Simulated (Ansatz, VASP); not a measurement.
One calculation of Pb, two programs

```
CELL_PARAMETERS angstrom
0.00000 2.40718 2.40718
2.40718 0.00000 2.40718
2.40718 2.40718 0.00000
ATOMIC_POSITIONS crystal
Pb 0.00000 0.00000 0.00000
```

Change from the starting cell: volume scaled by 0.92.

Alike in both runs: functional PBE exchange alone; k mesh 9 × 9 × 9; occupations gaussian, width 0.05 eV; no spin polarisation.

|  | VASP | Ansatz |
| --- | --- | --- |
| version | VASP 6.6.1 | Ansatz 0.2.0 |
| potentials or method | VASP PAW PBE potentials, release 64 (Pb_d), cutoff 520 eV | all-electron PAW datasets made for the crystal |
| task | single point | projected density of states |

```csv
,VASP,Ansatz,Ansatz less VASP
gap on the k mesh at the Fermi level (eV),none,none,-
pressure (GPa),18.3,18.4,+0.04
```

VASP's potentials were made for PBE, not for PBE exchange alone. A gap of «none» marks a metal or a gap that the smearing closes. Ansatz ran all-electron here, and VASP with PAW potentials.

Spin-orbit coupling is off throughout. Noted on Ansatz's run: the program warned that the printed levels may be off, so bands, gaps and densities of states are rough.
